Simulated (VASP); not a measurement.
# TaN (P6/mmm) in VASP: further runs

The runs below take TaN through single point, with PBEsol.

All numbers are computed with VASP 6.6.1; they aren't measurements. Logs are shortened: lines on timing, memory, paths and dates and some standing lists are left out, and cuts for length are marked.

### Step 1. The cell of the first run

It takes space group P6/mmm (No. 191, hexagonal). Conventional cell: a = 5.121 Å, b = 5.121 Å, c = 2.869 Å, α = 90.00°, β = 90.00°, γ = 120.00°. Ta (site symmetry 6/mmm) has 6 N at 2.56 Å and 14 Ta at 2.87 to 3.29 Å within 3.4 Å. Within 2.7 Å of Ta (site symmetry -6m2) lie 6 N at 2.06 Å. Within 2.7 Å of N (site symmetry mmm) lie 6 Ta at 2.06 to 2.56 Å and 4 N at 2.56 Å.

### Step 2. Single point, PBEsol

File INCAR:

```
PREC = Accurate
ENCUT = 700
EDIFF = 1E-6
ISMEAR = 1
SIGMA = 0.15
LREAL = F
LASPH = T
NELM = 120
ALGO = Normal
ISIF = 2
LWAVE = F
LCHARG = T
GGA = PS
LELF = T
LVHAR = T
NBANDS = 36
GGA_COMPAT = F
```

File KPOINTS:

```
regular mesh
0
Gamma
  5 5 8
```

File POSCAR:

```
TaN
1.0
    5.1208427511      0.0000000000      0.0000000000
   -2.5604213756      4.4347800385      0.0000000000
    0.0000000000      0.0000000000      2.8686978849
Ta N
3 3
Direct
    0.0000000000      0.0000000000      0.0000000000
    0.3333333333      0.6666666667      0.5000000000
    0.6666666667      0.3333333333      0.5000000000
    0.5000000000      0.0000000000      0.0000000000
    0.5000000000      0.5000000000      0.0000000000
    0.0000000000      0.5000000000      0.0000000000
```

Potentials or basis: VASP PAW PBE potentials, release 64 (Ta_sv_GW, N).

Started as:

```console
$ cat potpaw_PBE.64/Ta_sv_GW/POTCAR potpaw_PBE.64/N/POTCAR > POTCAR
$ mpirun -np 1 vasp_std > vasp.out
```

OUTCAR:

```text
PREC = Accurate
   ENCUT = 700
   EDIFF = 1E-6
   ISMEAR = 1
   LREAL = F
   LASPH = T
   NELM = 120
   ISIF = 2
   GGA = PS

 ion  position               nearest neighbor table
   1  0.000  0.000  0.000-   2 3.29   3 3.29   2 3.29   3 3.29   3 3.29   3 3.29   2 3.29   2 3.29
                             3 3.29   3 3.29   2 3.29   2 3.29
   2  0.333  0.667  0.500-   6 2.06   6 2.06   5 2.06   5 2.06   4 2.06   4 2.06   3 2.96   3 2.96
                             3 2.96   1 3.29   1 3.29   1 3.29   1 3.29   1 3.29   1 3.29
   3  0.667  0.333  0.500-   6 2.06   6 2.06   5 2.06   5 2.06   4 2.06   4 2.06   2 2.96   2 2.96
                             2 2.96   1 3.29   1 3.29   1 3.29   1 3.29   1 3.29   1 3.29
   4  0.500  0.000  0.000-   2 2.06   3 2.06   2 2.06   3 2.06
   5  0.500  0.500  0.000-   2 2.06   3 2.06   2 2.06   3 2.06
   6  0.000  0.500  0.000-   2 2.06   3 2.06   2 2.06   3 2.06

  LATTYP: Found a hexagonal cell.
 ALAT       =     5.1208427511
 C/A-ratio  =     0.5602003468

  Lattice vectors:

 A1 = (   5.1208427511,   0.0000000000,   0.0000000000)
 A2 = (  -2.5604213756,   4.4347800385,   0.0000000000)
 A3 = (   0.0000000000,   0.0000000000,   2.8686978849)

Analysis of symmetry for initial positions (statically):
=====================================================================
 Subroutine PRICEL returns:
 Original cell was already a primitive cell.

 Routine SETGRP: Setting up the symmetry group for a
 hexagonal supercell.

 Subroutine GETGRP returns: Found 24 space group operations
 (whereof 24 operations were pure point group operations)
 out of a pool of 24 trial point group operations.

The static configuration has the point symmetry D_6h.

Analysis of symmetry for dynamics (positions and initial velocities):
=====================================================================
 Subroutine PRICEL returns:
 Original cell was already a primitive cell.

 Routine SETGRP: Setting up the symmetry group for a
 hexagonal supercell.

 Subroutine GETGRP returns: Found 24 space group operations
 (whereof 24 operations were pure point group operations)
 out of a pool of 24 trial point group operations.

The dynamic configuration has the point symmetry D_6h.

 Subroutine INISYM returns: Found 24 space group operations
 (whereof 24 operations are pure point group operations),
 and found     1 'primitive' translations

----------------------------------------------------------------------------------------

                                     Primitive cell

  volume of cell :      65.1476

  direct lattice vectors                    reciprocal lattice vectors
     5.120842751  0.000000000  0.000000000     0.195280357  0.112745163  0.000000000
    -2.560421376  4.434780038  0.000000000     0.000000000  0.225490327  0.000000000
     0.000000000  0.000000000  2.868697885     0.000000000  0.000000000  0.348590211

  length of vectors
     5.120842751  5.120842861  2.868697885     0.225490332  0.225490327  0.348590211

  position of ions in fractional coordinates (direct lattice)
     0.000000000  0.000000000  0.000000000
     0.333333333  0.666666667  0.500000000
     0.666666667  0.333333333  0.500000000
     0.500000000  0.000000000  0.000000000
     0.500000000  0.500000000  0.000000000
     0.000000000  0.500000000  0.000000000

  ion indices of the primitive-cell ions
   primitive index   ion index
                 1           1
                 2           2
                 3           3
                 4           4
                 5           5
                 6           6

----------------------------------------------------------------------------------------

 KPOINTS: regular mesh

Automatic generation of k-mesh.
 Grid dimensions read from file:
 generate k-points for:    5    5    8

 Generating k-lattice:

  Cartesian coordinates                     Fractional coordinates (reciprocal lattice)
     0.039056071  0.022549033  0.000000000     0.200000000 -0.000000000  0.000000000
     0.000000000  0.045098065  0.000000000     0.000000000  0.200000000  0.000000000
     0.000000000  0.000000000  0.043573776     0.000000000  0.000000000  0.125000000

  Length of vectors
     0.045098066  0.045098065  0.043573776

  Shift w.r.t. Gamma in fractional coordinates (k-lattice)
     0.000000000  0.000000000  0.000000000

 Subroutine IBZKPT returns following result:
 ===========================================

 Found     25 irreducible k-points:

 Following reciprocal coordinates:
            Coordinates               Weight
  0.000000  0.000000  0.000000      1.000000
  0.200000 -0.000000  0.000000      6.000000
  0.400000  0.000000  0.000000      6.000000
  0.200000  0.200000  0.000000      6.000000
  0.400000  0.200000  0.000000      6.000000
  0.000000  0.000000  0.125000      2.000000
[... 16 lines left out ...]
  0.400000  0.000000  0.500000      6.000000
  0.200000  0.200000  0.500000      6.000000
   k-points           NKPTS =     25   k-points in BZ     NKDIM =     25   number of bands    NBANDS=     36
   number of dos      NEDOS =    301   number of ions     NIONS =      6
   total plane-waves  NPLWV =  64512
   dimension x,y,z NGX =    48 NGY =   48 NGZ =   28
   dimension x,y,z NGXF=    96 NGYF=   96 NGZF=   56
   ions per type =               3   3
   NGX,Y,Z   is equivalent  to a cutoff of  15.58, 15.58, 16.23 a.u.
   NGXF,Y,Z  is equivalent  to a cutoff of  31.17, 31.17, 32.45 a.u.
 SYSTEM =  unknown system
   PREC   = accura    normal or accurate (medium, high low for compatibility)
   ISTART =      0    job   : 0-new  1-cont  2-samecut
   ICHARG =      2    charge: 1-file 2-atom 10-const
   ISPIN  =      1    spin polarized calculation?
   LNONCOLLINEAR =      F non collinear calculations
   LSORBIT =      F    spin-orbit coupling
   LASPH  =      T    aspherical Exc in radial PAW
   ENCUT  =  700.0 eV  51.45 Ry    7.17 a.u.  11.05 11.05  6.19*2*pi/ulx,y,z
   NELM   =    120;   NELMIN=  2; NELMDL= -5     # of ELM steps
   EDIFF  = 0.1E-05   stopping-criterion for ELM
   LREAL  =      F    real-space projection
   EDIFFG = 0.1E-04   stopping-criterion for IOM
   NSW    =      0    number of steps for IOM
   IBRION =     -1    ionic relax: 0-MD 1-quasi-New 2-CG
   NFREE  =      0    steps in history (QN), initial steepest desc. (CG)
   ISIF   =      2    stress and relaxation
   ISYM   =      2    0-nonsym 1-usesym 2-fastsym
   POTIM  = 0.5000    time-step for ionic-motion
   TEBEG  =    0.0;   TEEND  =   0.0 temperature during run
   PSTRESS=    0.0 pullay stress
   NELECT =      54.0000    total number of electrons
   NUPDOWN=      -1.0000    fix difference up-down
   EMIN   =  10.00;   EMAX   =-10.00  energy-range for DOS
   EFERMI =   0.00;   METHOD = LEGACY
   ISMEAR =     1;   SIGMA  =   0.15  broadening in eV -4-tet -1-fermi 0-gaus
   EFERMI_NEDOS =   21; number of points for ismear=-14 and -15
   IALGO  =     38    algorithm
   IMIX   =      4    mixing-type and parameters
     AMIX     =   0.40;   BMIX     =  1.00
     AMIX_MAG =   1.60;   BMIX_MAG =  1.00
  volume/ion in A,a.u.               =      10.86        73.27
  Fermi-wavevector in a.u.,A,eV,Ry     =   1.537824  2.906066 32.176455  2.364903
  Thomas-Fermi vector in A             =   2.644279
   LORBIT       =      0    0 simple, 1 ext, 2 COOP (PROOUT), +10 PAW based schemes
   GGA     = PS    functional components
   LHFCALC =     F    Hartree Fock is set to
   AEXX    =    0.0000 exact exchange contribution
   IVDW    =     0    specifies the selected vdW correction
   LEPSILON=     F    determine dielectric tensor
   LRPA    =     F    only Hartree local field effects (RPA)
 non-spin polarized calculation
 Methfessel and Paxton  Order N= 1 SIGMA  =   0.15
  energy-cutoff  :      700.00
  volume of cell :       65.15
 maximum number of plane-waves:      2753
 NGX is ok and might be reduce to    48
   NGX = 23   NGY = 23   NGZ = 13

 number of electron      53.9999996 magnetization

 Free energy of the ion-electron system (eV)
  ---------------------------------------------------
  ext. energy  EPLUGINS =         0.00000000
  ---------------------------------------------------
  free energy    TOTEN  =       -76.22148972 eV

  energy without entropy =      -76.21799706  energy(sigma->0) =      -76.22032550

 E-fermi :  12.6675     XC(G=0): -13.7740

 val. band max:       12.6192307533   @ k =   0.2000  -0.0000   0.3750
 cond. band min:      12.6694413916   @ k =   0.0000   0.0000   0.3750
 fundamental gap:      0.0502106383
 Fermi energy:        12.6675404884

 k-point     1 :       0.0000    0.0000    0.0000
  band No.  band energies     occupation
      1     -56.5038      2.00000
      2     -56.4452      2.00000
      3     -56.2035      2.00000
      4     -23.4611      2.00000
      5     -23.4611      2.00000
      6     -23.0284      2.00000
[... 28 lines left out ...]
     35      16.1080      0.00000
     36      16.1084      0.00000

 k-point     2 :       0.2000   -0.0000    0.0000
  band No.  band energies     occupation
      1     -56.4987      2.00000
      2     -56.4500      2.00000
      3     -56.2038      2.00000
      4     -23.4963      2.00000
      5     -23.4421      2.00000
      6     -22.9899      2.00000
[... 28 lines left out ...]
     35      16.2928      0.00000
     36      16.4155      0.00000

 k-point     3 :       0.4000    0.0000    0.0000
  band No.  band energies     occupation
      1     -56.4869      2.00000
      2     -56.4613      2.00000
      3     -56.2043      2.00000
      4     -23.5434      2.00000
      5     -23.3541      2.00000
      6     -23.0576      2.00000
[... 28 lines left out ...]
     35      16.4895      0.00000
     36      16.6786      0.00000

 k-point     4 :       0.2000    0.2000    0.0000
  band No.  band energies     occupation
      1     -56.4899      2.00000
      2     -56.4585      2.00000
      3     -56.2042      2.00000
      4     -23.5176      2.00000
      5     -23.3989      2.00000
      6     -23.0356      2.00000
[... 28 lines left out ...]
     35      16.2859      0.00000
     36      16.5082      0.00000

 k-point     5 :       0.4000    0.2000    0.0000
  band No.  band energies     occupation
      1     -56.4800      2.00000
      2     -56.4682      2.00000
      3     -56.2045      2.00000
      4     -23.5264      2.00000
      5     -23.3098      2.00000
      6     -23.1676      2.00000
[... 655 lines left out ...]
 k-point    22 :       0.2000   -0.0000    0.5000
  band No.  band energies     occupation
      1     -56.4405      2.00000
      2     -56.3941      2.00000
      3     -56.1591      2.00000
      4     -23.8523      2.00000
      5     -23.6202      2.00000
      6     -23.2800      2.00000
[... 28 lines left out ...]
     35      17.1772      0.00000
     36      17.5770      0.00000

 k-point    23 :       0.4000    0.0000    0.5000
  band No.  band energies     occupation
      1     -56.4297      2.00000
      2     -56.4050      2.00000
      3     -56.1591      2.00000
      4     -23.8140      2.00000
      5     -23.6746      2.00000
      6     -23.2972      2.00000
[... 28 lines left out ...]
     35      17.0396      0.00000
     36      18.5788      0.00000

 k-point    24 :       0.2000    0.2000    0.5000
  band No.  band energies     occupation
      1     -56.4324      2.00000
      2     -56.4023      2.00000
      3     -56.1591      2.00000
      4     -23.8221      2.00000
      5     -23.6637      2.00000
      6     -23.3090      2.00000
[... 28 lines left out ...]
     35      16.8529      0.00000
     36      18.3271      0.00000

 [... further k-points ...]

------------------------ aborting loop because EDIFF is reached ----------------------------------------

  FORCE on cell =-STRESS in cart. coord.  units (eV):
  Direction    XX          YY          ZZ          XY          YZ          ZX
  --------------------------------------------------------------------------------------
  -------------------------------------------------------------------------------------
  Total        5.6503169      5.6503172      7.7548607     -0.0000000     -0.0000000      0.0000000
  in kB      138.9584780    138.9584860    190.7156114     -0.0000000     -0.0000000      0.0000000
  external PRESSURE =     156.2108585 kB  Pullay stress =       0.0000000 kB

 VOLUME and BASIS-vectors are now :
 -----------------------------------------------------------------------------
  energy-cutoff  :      700.00
  volume of cell :       65.15
      direct lattice vectors                 reciprocal lattice vectors
     5.120842751  0.000000000  0.000000000     0.195280357  0.112745163  0.000000000
    -2.560421376  4.434780038  0.000000000     0.000000000  0.225490327  0.000000000
     0.000000000  0.000000000  2.868697885     0.000000000  0.000000000  0.348590211

 POSITION                                       TOTAL-FORCE (eV/Angst)
 -----------------------------------------------------------------------------------
      0.00000      0.00000      0.00000         0.000000      0.000000      0.000000
     -0.00000      2.95652      1.43435         0.000000      0.000000      0.000000
      2.56042      1.47826      1.43435        -0.000000     -0.000000      0.000000
      2.56042      0.00000      0.00000         0.000000      0.000000      0.000000
      1.28021      2.21739      0.00000         0.000000      0.000000      0.000000
     -1.28021      2.21739      0.00000         0.000000      0.000000      0.000000
 -----------------------------------------------------------------------------------
    total drift:                               -0.000000      0.000000     -0.000000

  FREE ENERGIE OF THE ION-ELECTRON SYSTEM (eV)
  ---------------------------------------------------
  free  energy   TOTEN  =       -76.2214897233 eV

  energy  without entropy=      -76.2179970577  energy(sigma->0) =      -76.22032550
```

Run time: 3.6 min. Hardware: 1 thread of AMD EPYC 7R43 (Zen 3), shared host; peak memory 0.24 GiB.

What came out:

```yaml
Free_energy: -76.2215 eV
Pressure: 15.6 GPa
Band_gap_on_the_k_mesh: zero (bands 27 and 28 overlap by 2.29 eV)
```

Stress tensor (GPa, compression positive):
```
13.90  0.00  0.00
 0.00 13.90  0.00
 0.00  0.00 19.07
```

Caveat: the stress differs along the axes, from 14 to 19 GPa; the PAW data sets were made with another functional, which shifts forces and pressure a little; spin-orbit coupling is left out, which moves the levels of the heavy elements.

[end of part 1 of 2]

The gap in the log of VASP goes by the Fermi energy; the results here count the filled bands.